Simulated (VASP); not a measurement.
Ti4N3O, 8 atoms in the cell. The structure is cubic, space group Pm-3m (No. 221). The conventional cell has a = 4.255 Å, b = 4.255 Å, c = 4.255 Å, α = 90.00°, β = 90.00°, γ = 90.00°. Within 2.8 Å of Ti (site symmetry m-3m) lie 6 N at 2.13 Å. Within 2.8 Å of Ti (site symmetry 4/mmm) lie 4 N at 2.13 Å and 2 O at 2.13 Å. N (site symmetry 4/mmm) has 6 Ti at 2.13 Å within 2.8 Å. O (site symmetry m-3m) has 6 Ti at 2.13 Å within 2.8 Å. 

| Quantity | Value |
| --- | --- |
| Program | VASP 6.6.1 |
| Task | single point |
| Functional | PBE |
| Potentials or basis | VASP PAW PBE potentials, release 64 (Ti_sv, N, O) |
| Cutoff | 520 eV |
| k mesh | 10 × 10 × 10 |
| Occupations | gaussian, width 0.1 eV |
| Spin | no spin polarisation |
| Dipole correction | no |
| k mesh for the DOS | 15 × 15 × 15 |
| Occupations for the DOS | tetrahedron |
| Further INCAR settings | ALGO = Normal; EDIFF = 1e-07 |

Potentials or basis: VASP PAW PBE potentials, release 64 (Ti_sv, N, O).

Launch:

```sh
$ cat potpaw_PBE.64/Ti_sv/POTCAR potpaw_PBE.64/N/POTCAR potpaw_PBE.64/O/POTCAR > POTCAR
$ cp INCAR.step1 INCAR
$ cp KPOINTS.step1 KPOINTS
$ mpirun -np 1 vasp_std > vasp.out
$ cp INCAR.step2 INCAR
$ cp KPOINTS.step2 KPOINTS
$ mpirun -np 1 vasp_std > vasp.out
```

Hardware: 1 thread of Intel(R) Xeon(R) Platinum 8488C (Sapphire Rapids) (shared host).

Estimate the wall time of this run.

Run time: 6.2 min on 1 thread of Intel(R) Xeon(R) Platinum 8488C (Sapphire Rapids), on a shared host, peak memory 0.39 GiB. Counts: k points 120.
